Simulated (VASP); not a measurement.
# Mo (Im-3m) in VASP: a series of runs, part 2 of 2

VASP 6.6.1. The steps go on from the part before.

## (4) Single point, LDA

This run uses another cell than the first one, of 16.52 Å³/atom, 1.039 times its volume.

Input file INCAR:

```
SYSTEM = Mo
PREC = Accurate ; ENCUT = 520
EDIFF = 1E-6 ; ISMEAR = 1
SIGMA = 0.1 ; LREAL = .FALSE.
LASPH = .TRUE. ; NELM = 80
ALGO = Normal ; ISIF = 2
LWAVE = .FALSE. ; LCHARG = .TRUE.
GGA = CA ; LELF = .TRUE.
LVHAR = .TRUE. ; NBANDS = 13
```

Input file KPOINTS:

```
regular mesh
0
G
  13 13 13
  0 0 0
```

Input file POSCAR:

```
Mo
1.0
   -1.6042741090      1.6042741090      1.6042741090
    1.6042741090     -1.6042741090      1.6042741090
    1.6042741090      1.6042741090     -1.6042741090
Mo
1
Direct
    0.0000000000      0.0000000000      0.0000000000
```

Potentials or basis: VASP PAW LDA potentials, release 64 (Mo_sv).

Run with:

```
> cat potpaw_LDA.64/Mo_sv/POTCAR > POTCAR
> mpirun -np 1 vasp_std > vasp.out
```

OUTCAR:

```text
SYSTEM = Mo
   PREC = Accurate
   ENCUT = 520
   EDIFF = 1E-6
   ISMEAR = 1
   LREAL = .FALSE.
   LASPH = .TRUE.
   NELM = 80
   ISIF = 2
   GGA = CA

 ion  position               nearest neighbor table
   1  0.000  0.000  0.000-

  LATTYP: Found a body centered cubic cell.
 ALAT       =     3.2085482180

  Lattice vectors:

 A1 = (  -1.6042741090,   1.6042741090,   1.6042741090)
 A2 = (   1.6042741090,  -1.6042741090,   1.6042741090)
 A3 = (   1.6042741090,   1.6042741090,  -1.6042741090)

Analysis of symmetry for initial positions (statically):
=====================================================================
 Subroutine PRICEL returns:
 Original cell was already a primitive cell.

 Routine SETGRP: Setting up the symmetry group for a
 body centered cubic supercell.

 Subroutine GETGRP returns: Found 48 space group operations
 (whereof 48 operations were pure point group operations)
 out of a pool of 48 trial point group operations.

The static configuration has the point symmetry O_h .

Analysis of symmetry for dynamics (positions and initial velocities):
=====================================================================
 Subroutine PRICEL returns:
 Original cell was already a primitive cell.

 Routine SETGRP: Setting up the symmetry group for a
 body centered cubic supercell.

 Subroutine GETGRP returns: Found 48 space group operations
 (whereof 48 operations were pure point group operations)
 out of a pool of 48 trial point group operations.

The dynamic configuration has the point symmetry O_h .

 Subroutine INISYM returns: Found 48 space group operations
 (whereof 48 operations are pure point group operations),
 and found     1 'primitive' translations

----------------------------------------------------------------------------------------

                                     Primitive cell

  volume of cell :      16.5157

  direct lattice vectors                    reciprocal lattice vectors
    -1.604274109  1.604274109  1.604274109     0.000000000  0.311667437  0.311667437
     1.604274109 -1.604274109  1.604274109     0.311667437  0.000000000  0.311667437
     1.604274109  1.604274109 -1.604274109     0.311667437  0.311667437  0.000000000

  length of vectors
     2.778684266  2.778684266  2.778684266     0.440764317  0.440764317  0.440764317

  position of ions in fractional coordinates (direct lattice)
     0.000000000  0.000000000  0.000000000

  ion indices of the primitive-cell ions
   primitive index   ion index
                 1           1

----------------------------------------------------------------------------------------

 KPOINTS: regular mesh

Automatic generation of k-mesh.
 Grid dimensions read from file:
 generate k-points for:   13   13   13

 Generating k-lattice:

  Cartesian coordinates                     Fractional coordinates (reciprocal lattice)
     0.000000000  0.023974418  0.023974418     0.076923077  0.000000000  0.000000000
     0.023974418  0.000000000  0.023974418     0.000000000  0.076923077  0.000000000
     0.023974418  0.023974418  0.000000000     0.000000000  0.000000000  0.076923077

  Length of vectors
     0.033904947  0.033904947  0.033904947

  Shift w.r.t. Gamma in fractional coordinates (k-lattice)
     0.000000000  0.000000000  0.000000000

 Subroutine IBZKPT returns following result:
 ===========================================

 Found     84 irreducible k-points:

 Following reciprocal coordinates:
            Coordinates               Weight
  0.000000  0.000000  0.000000      1.000000
  0.076923  0.000000  0.000000     12.000000
  0.153846  0.000000  0.000000     12.000000
  0.230769  0.000000  0.000000     12.000000
  0.307692  0.000000  0.000000     12.000000
  0.384615  0.000000  0.000000     12.000000
[... 16 lines left out ...]
  0.153846  0.076923  0.076923     24.000000
  0.230769  0.076923  0.076923     24.000000
 [... further k-points ...]
   k-points           NKPTS =     84   k-points in BZ     NKDIM =     84   number of bands    NBANDS=     13
   number of dos      NEDOS =    301   number of ions     NIONS =      1
   total plane-waves  NPLWV =  13824
   dimension x,y,z NGX =    24 NGY =   24 NGZ =   24
   dimension x,y,z NGXF=    48 NGYF=   48 NGZF=   48
   ions per type =               1
   NGX,Y,Z   is equivalent  to a cutoff of  14.36, 14.36, 14.36 a.u.
   NGXF,Y,Z  is equivalent  to a cutoff of  28.72, 28.72, 28.72 a.u.
 SYSTEM =  Mo
   PREC   = accura    normal or accurate (medium, high low for compatibility)
   ISTART =      0    job   : 0-new  1-cont  2-samecut
   ICHARG =      2    charge: 1-file 2-atom 10-const
   ISPIN  =      1    spin polarized calculation?
   LNONCOLLINEAR =      F non collinear calculations
   LSORBIT =      F    spin-orbit coupling
   LASPH  =      T    aspherical Exc in radial PAW
   ENCUT  =  520.0 eV  38.22 Ry    6.18 a.u.   5.17  5.17  5.17*2*pi/ulx,y,z
   NELM   =     80;   NELMIN=  2; NELMDL= -5     # of ELM steps
   EDIFF  = 0.1E-05   stopping-criterion for ELM
   LREAL  =      F    real-space projection
   EDIFFG = 0.1E-04   stopping-criterion for IOM
   NSW    =      0    number of steps for IOM
   IBRION =     -1    ionic relax: 0-MD 1-quasi-New 2-CG
   NFREE  =      0    steps in history (QN), initial steepest desc. (CG)
   ISIF   =      2    stress and relaxation
   ISYM   =      2    0-nonsym 1-usesym 2-fastsym
   POTIM  = 0.5000    time-step for ionic-motion
   TEBEG  =    0.0;   TEEND  =   0.0 temperature during run
   PSTRESS=    0.0 pullay stress
   NELECT =      14.0000    total number of electrons
   NUPDOWN=      -1.0000    fix difference up-down
   EMIN   =  10.00;   EMAX   =-10.00  energy-range for DOS
   EFERMI =   0.00;   METHOD = LEGACY
   ISMEAR =     1;   SIGMA  =   0.10  broadening in eV -4-tet -1-fermi 0-gaus
   EFERMI_NEDOS =   21; number of points for ismear=-14 and -15
   IALGO  =     38    algorithm
   IMIX   =      4    mixing-type and parameters
     AMIX     =   0.40;   BMIX     =  1.00
     AMIX_MAG =   1.60;   BMIX_MAG =  1.00
  volume/ion in A,a.u.               =      16.52       111.45
  Fermi-wavevector in a.u.,A,eV,Ry     =   1.549360  2.927865 32.660998  2.400516
  Thomas-Fermi vector in A             =   2.654178
   LORBIT       =      0    0 simple, 1 ext, 2 COOP (PROOUT), +10 PAW based schemes
   GGA     = CA    functional components
   LHFCALC =     F    Hartree Fock is set to
   AEXX    =    0.0000 exact exchange contribution
   IVDW    =     0    specifies the selected vdW correction
   LEPSILON=     F    determine dielectric tensor
   LRPA    =     F    only Hartree local field effects (RPA)
 non-spin polarized calculation
 Methfessel and Paxton  Order N= 1 SIGMA  =   0.10
  energy-cutoff  :      520.00
  volume of cell :       16.52
 maximum number of plane-waves:       458
 NGX is ok and might be reduce to    24
   NGX = 11   NGY = 11   NGZ = 11

 number of electron      13.9999999 magnetization

 Free energy of the ion-electron system (eV)
  ---------------------------------------------------
  ext. energy  EPLUGINS =         0.00000000
  ---------------------------------------------------
  free energy    TOTEN  =       -12.03213391 eV

  energy without entropy =      -12.03085765  energy(sigma->0) =      -12.03170849

 E-fermi :  11.7189     XC(G=0): -13.2994

 val. band max:       11.6789188528   @ k =   0.3846   0.0000   0.0000
 cond. band min:      11.7469833874   @ k =   0.3846   0.0769   0.0000
 fundamental gap:      0.0680645346
 Fermi energy:        11.7189354436

 k-point     1 :       0.0000    0.0000    0.0000
  band No.  band energies     occupation
      1     -49.3431      2.00000
      2     -22.9013      2.00000
      3     -22.9013      2.00000
      4     -22.9013      2.00000
      5       4.5518      2.00000
      6      10.3154      2.00000
      7      10.3154      2.00000
      8      10.3154      2.00000
      9      13.1160     -0.00000
     10      13.1160     -0.00000
     11      26.3345      0.00000
     12      26.3345      0.00000
     13      26.3345      0.00000
[... 353 lines left out ...]
 k-point    24 :       0.2308    0.0769    0.0769
  band No.  band energies     occupation
      1     -49.1866      2.00000
      2     -23.7535      2.00000
      3     -23.1626      2.00000
      4     -22.9675      2.00000
      5       7.2681      2.00000
      6       8.8581      2.00000
      7       9.7537      2.00000
      8      12.9234     -0.00000
      9      13.3997     -0.00000
     10      14.6949      0.00000
     11      25.6739      0.00000
     12      25.7686      0.00000
     13      29.4530      0.00000

 [... further k-points ...]

------------------------ aborting loop because EDIFF is reached ----------------------------------------

  FORCE on cell =-STRESS in cart. coord.  units (eV):
  Direction    XX          YY          ZZ          XY          YZ          ZX
  --------------------------------------------------------------------------------------
  -------------------------------------------------------------------------------------
  Total       -2.2117451     -2.2117451     -2.2117451      0.0000000     -0.0000000      0.0000000
  in kB     -214.5605859   -214.5605859   -214.5605859      0.0000000     -0.0000000      0.0000000
  external PRESSURE =    -214.5605859 kB  Pullay stress =       0.0000000 kB

 VOLUME and BASIS-vectors are now :
 -----------------------------------------------------------------------------
  energy-cutoff  :      520.00
  volume of cell :       16.52
      direct lattice vectors                 reciprocal lattice vectors
    -1.604274109  1.604274109  1.604274109     0.000000000  0.311667437  0.311667437
     1.604274109 -1.604274109  1.604274109     0.311667437  0.000000000  0.311667437
     1.604274109  1.604274109 -1.604274109     0.311667437  0.311667437  0.000000000

 POSITION                                       TOTAL-FORCE (eV/Angst)
 -----------------------------------------------------------------------------------
      0.00000      0.00000      0.00000         0.000000      0.000000     -0.000000
 -----------------------------------------------------------------------------------
    total drift:                                0.000000      0.000000      0.000000

  FREE ENERGIE OF THE ION-ELECTRON SYSTEM (eV)
  ---------------------------------------------------
  free  energy   TOTEN  =       -12.0321339097 eV

  energy  without entropy=      -12.0308576530  energy(sigma->0) =      -12.03170849
```

OSZICAR:

```text
N       E                     dE             d eps       ncg     rms          rms(c)
DAV:   1     0.959902555012E+02    0.95990E+02   -0.77741E+03  2197   0.109E+03
DAV:   2    -0.115357698903E+02   -0.10753E+03   -0.10313E+03  2439   0.319E+02
DAV:   3    -0.128428220307E+02   -0.13071E+01   -0.13035E+01  2474   0.358E+01
DAV:   4    -0.128461853797E+02   -0.33633E-02   -0.33633E-02  2419   0.213E+00
DAV:   5    -0.128462083766E+02   -0.22997E-04   -0.22997E-04  2479   0.163E-01    0.137E+01
DAV:   6    -0.121339705539E+02    0.71224E+00   -0.87043E-01  2234   0.116E+01    0.299E+00
DAV:   7    -0.120384228468E+02    0.95548E-01   -0.14600E-01  2384   0.434E+00    0.117E+00
DAV:   8    -0.120325681754E+02    0.58547E-02   -0.64088E-03  2214   0.105E+00    0.259E-01
DAV:   9    -0.120321214607E+02    0.44671E-03   -0.38934E-04  2449   0.237E-01    0.604E-02
DAV:  10    -0.120321344229E+02   -0.12962E-04   -0.87694E-06  2239   0.261E-02    0.119E-02
DAV:  11    -0.120321339097E+02    0.51316E-06   -0.15113E-06  2230   0.153E-02
   1 F= -.12032134E+02 E0= -.12031708E+02  d E =-.127626E-02
```

Wall time 5.4 s (1 thread of Intel Xeon 6975P-C (Granite Rapids), shared host); peak memory 0.13 GiB.

Results:

```yaml
Free_energy: -12.0321 eV
Pressure: -21.5 GPa
Band_gap_on_the_k_mesh: zero (band 7 reaches 14.94 eV, above the bottom of band 8 at 10.32 eV)
```

## (5) Summary

```tsv
cell	gap on the mesh (eV)	pressure (GPa)
a = 2.743 Å, angles 109.5°, 1 atom	none	-13.4
a = 2.761 Å, angles 109.5°, 1 atom	none	-17.6
a = 2.779 Å, angles 109.5°, 1 atom	none	-21.5
```

Alike in all rows: task single point; level LDA; potentials or basis VASP PAW LDA potentials, release 64 (Mo_sv); no spin polarisation; k mesh 13 × 13 × 13; cutoff (eV) 520; smearing methfessel-paxton 0.1 eV.

Total energies depend on the potentials used, so only differences within one code and one set of settings carry meaning.
